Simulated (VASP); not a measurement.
A run of VASP 6.6.1 is set up as follows.

Contents of INCAR:

```
SYSTEM = Zn
PREC = Accurate
ENCUT = 520
EDIFF = 1E-6
ISMEAR = -1
SIGMA = 0.1
LREAL = .FALSE.
LASPH = .TRUE.
NELM = 100
ALGO = Normal
ISIF = 2
LWAVE = .FALSE.
LCHARG = .TRUE.
GGA = PE
LELF = .TRUE.
LVHAR = .TRUE.
NBANDS = 19
```

Contents of KPOINTS:

```
Automatic mesh
0
G
  14 14 7
  0 0 0
```

File POSCAR:

```
Zn
1.0
    2.6556370042      0.0000000000      0.0000000000
   -1.3278185021      2.2998491089      0.0000000000
    0.0000000000      0.0000000000      4.9624616040
Zn
2
Direct
    0.3333333333      0.6666666667      0.2500000000
    0.6666666667      0.3333333333      0.7500000000
```

Potentials or basis: VASP PAW PBE potentials, release 64 (Zn).

The run is started by

```console
$ cat potpaw_PBE.64/Zn/POTCAR > POTCAR
$ mpirun -np 1 vasp_std > vasp.out
```

**Question.** What does it give for the pressure?

**Answer.** 0.5 GPa.

**Question.** Predict the band gap on the k mesh.

**Answer.** Zero (band 12 reaches 4.59 eV, above the bottom of band 13 at 0.02 eV).

Stress tensor (GPa, compression positive):
```
 0.82  0.00  0.00
 0.00  0.82  0.00
 0.00  0.00 -0.13
```
